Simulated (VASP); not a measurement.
# Rh (P6_3/mmc) in VASP: notebook

Aim: see how the results for Rh move with the level of theory and the settings. Levels: LDA, r2SCAN. Tasks: single point.

Program: VASP 6.6.1. These are calculated values, not measurements. Logs are shortened: lines on timing, memory, paths and dates and some standing lists are left out, and cuts for length are marked.

**1. The cell of the first run**

Symmetry: P6_3/mmc, No. 194, hexagonal system. The conventional cell has a = 2.745 Å, b = 2.745 Å, c = 8.971 Å, α = 90.00°, β = 90.00°, γ = 120.00°. Within 3.6 Å of Rh (site symmetry -6m2) lie 12 Rh at 2.74 to 2.75 Å. Within 3.6 Å of Rh (site symmetry -3m) lie 12 Rh at 2.74 to 2.75 Å.

**2. Single point, LDA**

Input file INCAR:

```
PREC = Accurate
ENCUT = 520
EDIFF = 1E-6
ISMEAR = -1
SIGMA = 0.05
LREAL = F
LASPH = T
NELM = 60
ALGO = Fast
ISIF = 2
LWAVE = F
LCHARG = F
GGA = CA
NBANDS = 38
```

Input file KPOINTS:

```
regular mesh
0
Gamma
  11 11 3
```

Input file POSCAR:

```
Rh
1.0
    2.7445373327      0.0000000000      0.0000000000
   -1.3722686664      2.3768390518      0.0000000000
    0.0000000000      0.0000000000      8.9706251171
Rh
4
Direct
    0.6666666667      0.3333333333      0.7500000000
    0.0000000000      0.0000000000      0.5000000000
    0.3333333333      0.6666666667      0.2500000000
    0.0000000000      0.0000000000      0.0000000000
```

Potentials or basis: VASP PAW LDA potentials, release 64 (Rh_pv).

Launch:

```sh
$ cat potpaw_LDA.64/Rh_pv/POTCAR > POTCAR
$ mpirun -np 1 vasp_std > vasp.out
```

OUTCAR:

```text
PREC = Accurate
   ENCUT = 520
   EDIFF = 1E-6
   ISMEAR = -1
   LREAL = F
   LASPH = T
   NELM = 60
   ISIF = 2
   GGA = CA

 ion  position               nearest neighbor table
   1  0.667  0.333  0.750-   2 2.75   4 2.75   2 2.75   4 2.75   2 2.75   4 2.75
   2  0.000  0.000  0.500-   1 2.75   3 2.75   1 2.75   3 2.75   1 2.75   3 2.75
   3  0.333  0.667  0.250-   2 2.75   4 2.75   2 2.75   4 2.75   2 2.75   4 2.75
   4  0.000  0.000  0.000-   1 2.75   3 2.75   1 2.75   3 2.75   1 2.75   3 2.75

  LATTYP: Found a hexagonal cell.
 ALAT       =     2.7445373327
 C/A-ratio  =     3.2685382014

  Lattice vectors:

 A1 = (   2.7445373327,   0.0000000000,   0.0000000000)
 A2 = (  -1.3722686664,   2.3768390518,   0.0000000000)
 A3 = (   0.0000000000,   0.0000000000,   8.9706251171)

Analysis of symmetry for initial positions (statically):
=====================================================================
 Subroutine PRICEL returns:
 Original cell was already a primitive cell.

 Routine SETGRP: Setting up the symmetry group for a
 hexagonal supercell.

 Subroutine GETGRP returns: Found 24 space group operations
 (whereof 12 operations were pure point group operations)
 out of a pool of 24 trial point group operations.

The static configuration has the point symmetry D_3d.
 The point group associated with its full space group is D_6h.

Analysis of symmetry for dynamics (positions and initial velocities):
=====================================================================
 Subroutine PRICEL returns:
 Original cell was already a primitive cell.

 Routine SETGRP: Setting up the symmetry group for a
 hexagonal supercell.

 Subroutine GETGRP returns: Found 24 space group operations
 (whereof 12 operations were pure point group operations)
 out of a pool of 24 trial point group operations.

The dynamic configuration has the point symmetry D_3d.
 The point group associated with its full space group is D_6h.

 Subroutine INISYM returns: Found 24 space group operations
 (whereof 12 operations are pure point group operations),
 and found     1 'primitive' translations

----------------------------------------------------------------------------------------

                                     Primitive cell

  volume of cell :      58.5183

  direct lattice vectors                    reciprocal lattice vectors
     2.744537333  0.000000000  0.000000000     0.364360138  0.210363423  0.000000000
    -1.372268666  2.376839052  0.000000000     0.000000000  0.420726847  0.000000000
     0.000000000  0.000000000  8.970625117     0.000000000  0.000000000  0.111474952

  length of vectors
     2.744537333  2.744537333  8.970625117     0.420726847  0.420726847  0.111474952

  position of ions in fractional coordinates (direct lattice)
     0.666666667  0.333333333  0.750000000
     0.000000000  0.000000000  0.500000000
     0.333333333  0.666666667  0.250000000
     0.000000000  0.000000000  0.000000000

  ion indices of the primitive-cell ions
   primitive index   ion index
                 1           1
                 2           2
                 3           3
                 4           4

----------------------------------------------------------------------------------------

 KPOINTS: regular mesh

Automatic generation of k-mesh.
 Grid dimensions read from file:
 generate k-points for:   11   11    3

 Generating k-lattice:

  Cartesian coordinates                     Fractional coordinates (reciprocal lattice)
     0.033123649  0.019123948  0.000000000     0.090909091 -0.000000000  0.000000000
     0.000000000  0.038247895  0.000000000     0.000000000  0.090909091  0.000000000
     0.000000000  0.000000000  0.037158317     0.000000000  0.000000000  0.333333333

  Length of vectors
     0.038247895  0.038247895  0.037158317

  Shift w.r.t. Gamma in fractional coordinates (k-lattice)
     0.000000000  0.000000000  0.000000000

 Subroutine IBZKPT returns following result:
 ===========================================

 Found     32 irreducible k-points:

 Following reciprocal coordinates:
            Coordinates               Weight
  0.000000  0.000000  0.000000      1.000000
  0.090909 -0.000000  0.000000      6.000000
  0.181818 -0.000000  0.000000      6.000000
  0.272727  0.000000  0.000000      6.000000
  0.363636  0.000000  0.000000      6.000000
  0.454545 -0.000000  0.000000      6.000000
[... 16 lines left out ...]
  0.090909  0.090909  0.333333     12.000000
  0.181818  0.090909  0.333333     24.000000
 [... further k-points ...]
   k-points           NKPTS =     32   k-points in BZ     NKDIM =     32   number of bands    NBANDS=     38
   number of dos      NEDOS =    301   number of ions     NIONS =      4
   total plane-waves  NPLWV =  28000
   dimension x,y,z NGX =    20 NGY =   20 NGZ =   70
   dimension x,y,z NGXF=    40 NGYF=   40 NGZF=  140
   ions per type =               4
   NGX,Y,Z   is equivalent  to a cutoff of  12.11, 12.11, 12.97 a.u.
   NGXF,Y,Z  is equivalent  to a cutoff of  24.23, 24.23, 25.95 a.u.
 SYSTEM =  unknown system
   PREC   = accura    normal or accurate (medium, high low for compatibility)
   ISTART =      0    job   : 0-new  1-cont  2-samecut
   ICHARG =      2    charge: 1-file 2-atom 10-const
   ISPIN  =      1    spin polarized calculation?
   LNONCOLLINEAR =      F non collinear calculations
   LSORBIT =      F    spin-orbit coupling
   LASPH  =      T    aspherical Exc in radial PAW
   ENCUT  =  520.0 eV  38.22 Ry    6.18 a.u.   5.10  5.10 16.68*2*pi/ulx,y,z
   NELM   =     60;   NELMIN=  2; NELMDL= -5     # of ELM steps
   EDIFF  = 0.1E-05   stopping-criterion for ELM
   LREAL  =      F    real-space projection
   EDIFFG = 0.1E-04   stopping-criterion for IOM
   NSW    =      0    number of steps for IOM
   IBRION =     -1    ionic relax: 0-MD 1-quasi-New 2-CG
   NFREE  =      0    steps in history (QN), initial steepest desc. (CG)
   ISIF   =      2    stress and relaxation
   ISYM   =      2    0-nonsym 1-usesym 2-fastsym
   POTIM  = 0.5000    time-step for ionic-motion
   TEBEG  =    0.0;   TEEND  =   0.0 temperature during run
   PSTRESS=    0.0 pullay stress
   NELECT =      60.0000    total number of electrons
   NUPDOWN=      -1.0000    fix difference up-down
   EMIN   =  10.00;   EMAX   =-10.00  energy-range for DOS
   EFERMI =   0.00;   METHOD = LEGACY
   ISMEAR =    -1;   SIGMA  =   0.05  broadening in eV -4-tet -1-fermi 0-gaus
   EFERMI_NEDOS =   21; number of points for ismear=-14 and -15
   IALGO  =     68    algorithm
   IMIX   =      4    mixing-type and parameters
     AMIX     =   0.40;   BMIX     =  1.00
     AMIX_MAG =   1.60;   BMIX_MAG =  1.00
  volume/ion in A,a.u.               =      14.63        98.73
  Fermi-wavevector in a.u.,A,eV,Ry     =   1.650801  3.119561 37.077831  2.725144
  Thomas-Fermi vector in A             =   2.739689
   LORBIT       =      0    0 simple, 1 ext, 2 COOP (PROOUT), +10 PAW based schemes
   GGA     = CA    functional components
   LHFCALC =     F    Hartree Fock is set to
   AEXX    =    0.0000 exact exchange contribution
   IVDW    =     0    specifies the selected vdW correction
   LEPSILON=     F    determine dielectric tensor
   LRPA    =     F    only Hartree local field effects (RPA)
 non-spin polarized calculation
 RMM-DIIS sequential band-by-band and
  energy-cutoff  :      520.00
  volume of cell :       58.52
 maximum number of plane-waves:      1589
   NGX = 11   NGY = 11   NGZ = 33

 number of electron      60.0000011 magnetization

 Free energy of the ion-electron system (eV)
  ---------------------------------------------------
  ext. energy  EPLUGINS =         0.00000000
  ---------------------------------------------------
  free energy    TOTEN  =       -34.23507691 eV

  energy without entropy =      -34.17928458  energy(sigma->0) =      -34.20718074

 E-fermi :  10.6104     XC(G=0): -13.9594

 val. band max:       10.6081867631   @ k =   0.2727   0.0909   0.0000
 cond. band min:      10.6141600138   @ k =   0.3636   0.0000   0.3333
 fundamental gap:      0.0059732508
 Fermi energy:        10.6103533688

 k-point     1 :       0.0000    0.0000    0.0000
  band No.  band energies     occupation
      1     -36.0665      2.00000
      2     -35.7717      2.00000
      3     -35.7716      2.00000
      4     -35.5390      2.00000
      5     -35.5390      2.00000
      6     -35.5017      2.00000
[... 30 lines left out ...]
     37      18.5216      0.00000
     38      24.7730      0.00000

 k-point     2 :       0.0909   -0.0000    0.0000
  band No.  band energies     occupation
      1     -36.0510      2.00000
      2     -35.7760      2.00000
      3     -35.7757      2.00000
      4     -35.5752      2.00000
      5     -35.5507      2.00000
      6     -35.5300      2.00000
[... 30 lines left out ...]
     37      18.4872      0.00000
     38      25.0355      0.00000

 k-point     3 :       0.1818   -0.0000    0.0000
  band No.  band energies     occupation
      1     -36.0074      2.00000
      2     -35.8030      2.00000
      3     -35.7987      2.00000
      4     -35.6683      2.00000
      5     -35.6094      2.00000
      6     -35.5830      2.00000
[... 30 lines left out ...]
     37      18.4253      0.00000
     38      25.3557      0.00000

 k-point     4 :       0.2727    0.0000    0.0000
  band No.  band energies     occupation
      1     -35.9494      2.00000
      2     -35.8807      2.00000
      3     -35.8586      2.00000
      4     -35.7843      2.00000
      5     -35.7368      2.00000
      6     -35.6299      2.00000
[... 30 lines left out ...]
     37      18.4513      0.00000
     38      22.8130      0.00000
[... 703 lines left out ...]
      4     -35.9544      2.00000
      5     -35.7429      2.00000
      6     -35.7001      2.00000
[... 30 lines left out ...]
     37      19.0977      0.00000
     38      19.1684      0.00000

 k-point    23 :       0.0909    0.0909    0.3333
  band No.  band energies     occupation
      1     -35.9905      2.00000
      2     -35.9059      2.00000
      3     -35.6759      2.00000
      4     -35.6261      2.00000
      5     -35.6030      2.00000
      6     -35.5996      2.00000
[... 30 lines left out ...]
     37      19.9643      0.00000
     38      22.7688      0.00000

 k-point    24 :       0.1818    0.0909    0.3333
  band No.  band energies     occupation
      1     -35.9513      2.00000
      2     -35.9042      2.00000
      3     -35.7702      2.00000
      4     -35.7181      2.00000
      5     -35.7099      2.00000
      6     -35.6676      2.00000
[... 30 lines left out ...]
     37      20.3311      0.00000
     38      23.1721      0.00000

 [... further k-points ...]
[... 5 lines left out ...]
  --------------------------------------------------------------------------------------
  -------------------------------------------------------------------------------------
  Total       -8.4487998     -8.4487998     -8.9904604      0.0000000      0.0000000     -0.0000000
  in kB     -231.3204234   -231.3204234   -246.1505947      0.0000000      0.0000000     -0.0000000
  external PRESSURE =    -236.2638138 kB  Pullay stress =       0.0000000 kB

 VOLUME and BASIS-vectors are now :
 -----------------------------------------------------------------------------
  energy-cutoff  :      520.00
  volume of cell :       58.52
      direct lattice vectors                 reciprocal lattice vectors
     2.744537333  0.000000000  0.000000000     0.364360138  0.210363423  0.000000000
    -1.372268666  2.376839052  0.000000000     0.000000000  0.420726847  0.000000000
     0.000000000  0.000000000  8.970625117     0.000000000  0.000000000  0.111474952

 POSITION                                       TOTAL-FORCE (eV/Angst)
 -----------------------------------------------------------------------------------
      1.37227      0.79228      6.72797         0.000000     -0.000000      0.000000
      0.00000      0.00000      4.48531        -0.000000      0.000000     -0.000000
     -0.00000      1.58456      2.24266        -0.000000      0.000000     -0.000000
      0.00000      0.00000      0.00000        -0.000000      0.000000     -0.000000
 -----------------------------------------------------------------------------------
    total drift:                                0.000000     -0.000000      0.000000

  FREE ENERGIE OF THE ION-ELECTRON SYSTEM (eV)
  ---------------------------------------------------
  free  energy   TOTEN  =       -34.2350769077 eV

  energy  without entropy=      -34.1792845802  energy(sigma->0) =      -34.20718074
```

Run time: 36 s. Hardware: 1 thread of AMD EPYC 9R45 (Zen 5), shared host; peak memory 0.14 GiB.

What came out:

```
Free energy            : -34.2351 eV
Pressure               : -23.6 GPa
Band gap on the k mesh : zero (band 30 reaches 11.17 eV, above the bottom of band 31 at 9.69 eV)
```

Levels at points of the mesh, in eV from the Fermi level:
```
           k point  band 27  band 28  band 29  band 30  band 31  band 32
(0.00, 0.00, 0.00)    -2.41    -1.31    -1.31    -0.77    -0.77    -0.32
```

**3. Single point, r2SCAN**

This run uses another cell than the first one, of 12.97 Å³/atom, 0.887 times its volume.

Input file POSCAR:

```
Rh
1.0
    2.6367956413      0.0000000000      0.0000000000
   -1.3183978206      2.2835320100      0.0000000000
    0.0000000000      0.0000000000      8.6184672829
Rh
4
Direct
    0.6666666667      0.3333333333      0.7500000000
    0.0000000000      0.0000000000      0.5000000000
    0.3333333333      0.6666666667      0.2500000000
    0.0000000000      0.0000000000      0.0000000000
```

Input file INCAR.step1:

```
ALGO = Normal
EDIFF = 1E-4
ENCUT = 520
GGA = PE
ISMEAR = -1
LASPH = T
LCHARG = F
LREAL = F
LWAVE = T
NBANDS = 38
NELM = 80
PREC = Accurate
SIGMA = 0.05
```

Input file INCAR.step2:

```
ALGO = Normal
EDIFF = 1E-7
ENCUT = 520
ISIF = 2
ISMEAR = -1
ISTART = 1
LASPH = T
LCHARG = T
LELF = T
LMIXTAU = T
LREAL = F
LVHAR = T
LWAVE = F
METAGGA = R2SCAN
NBANDS = 38
NELM = 80
PREC = Accurate
SIGMA = 0.05
```

Input file KPOINTS:

```
k-points
0
Gamma
  11 11 3
```

Potentials or basis: VASP PAW PBE potentials, release 64 (Rh_pv).

Launch:

```sh
$ cat potpaw_PBE.64/Rh_pv/POTCAR > POTCAR
$ cp INCAR.step1 INCAR
$ mpirun -np 1 vasp_std > vasp.out
$ cp INCAR.step2 INCAR
$ mpirun -np 1 vasp_std > vasp.out
```

Wall time 2.6 min (1 thread of AMD EPYC 9R45 (Zen 5), shared host); peak memory 0.16 GiB.

It converged, with:

- Free energy: -96.2753 eV
- Pressure: 20.4 GPa
- Band gap on the k mesh: zero (band 30 reaches 13.57 eV, above the bottom of band 31 at 11.68 eV)

Stress tensor (GPa, compression positive):
```
20.93  0.00  0.00
 0.00 20.93  0.00
 0.00  0.00 19.22
```

Levels at points of the mesh, in eV from the Fermi level:
```
           k point  band 25  band 26  band 27  band 28  band 29  band 30  band 31  band 32  band 33  band 34
(0.00, 0.00, 0.00)    -3.11    -2.97    -2.97    -1.67    -1.67    -0.98    -0.98    -0.40    -0.40     0.48
```

Caveat: the PAW data sets were made with another functional, which shifts forces and pressure a little.

**4. Single point, r2SCAN**

This run uses another cell than the first one, of 13.25 Å³/atom, 0.906 times its volume.

Input file POSCAR:

```
Rh
1.0
    2.6553652365      0.0000000000      0.0000000000
   -1.3276826182      2.2996137512      0.0000000000
    0.0000000000      0.0000000000      8.6791627142
Rh
4
Direct
    0.6666666667      0.3333333333      0.7500000000
    0.0000000000      0.0000000000      0.5000000000
    0.3333333333      0.6666666667      0.2500000000
    0.0000000000      0.0000000000      0.0000000000
```

Input file INCAR.step1:

```
PREC = Accurate
ENCUT = 520
ISMEAR = -1
SIGMA = 0.05
LREAL = False
LASPH = True
NELM = 100
NBANDS = 38
GGA = PE
ALGO = Normal
EDIFF = 1E-4
LWAVE = True
LCHARG = False
```

Input file INCAR.step2:

```
PREC = Accurate
ENCUT = 520
EDIFF = 1E-7
ISMEAR = -1
SIGMA = 0.05
LREAL = False
LASPH = True
NELM = 100
ALGO = Normal
ISIF = 2
LWAVE = False
LCHARG = True
METAGGA = R2SCAN
LMIXTAU = True
LELF = True
LVHAR = True
NBANDS = 38
ISTART = 1
```

Input file KPOINTS:

```
regular mesh
0
Gamma
  11 11 3
```

Launch:

```sh
$ cat potpaw_PBE.64/Rh_pv/POTCAR > POTCAR
$ cp INCAR.step1 INCAR
$ mpirun -np 1 vasp_std > vasp.out
$ cp INCAR.step2 INCAR
$ mpirun -np 1 vasp_std > vasp.out
```

It took 3 min on 1 thread of AMD EPYC 9R45 (Zen 5), shared host; peak memory 0.16 GiB.

Results (log left out):

- Free energy: -96.3895 eV
- Pressure: 12.7 GPa
- Band gap on the k mesh: zero (band 30 reaches 13.13 eV, above the bottom of band 31 at 11.31 eV)

Stress tensor (GPa, compression positive):
```
13.28  0.00  0.00
 0.00 13.28  0.00
 0.00  0.00 11.63
```

Levels at points of the mesh, in eV from the Fermi level:
```
           k point  band 25  band 26  band 27  band 28  band 29  band 30  band 31  band 32  band 33  band 34
(0.00, 0.00, 0.00)    -3.00    -2.88    -2.88    -1.61    -1.61    -0.95    -0.95    -0.39    -0.39     0.47
```

Caveat: the PAW data sets were made with another functional, which shifts forces and pressure a little.

(Part 1 of 2 ends here.)
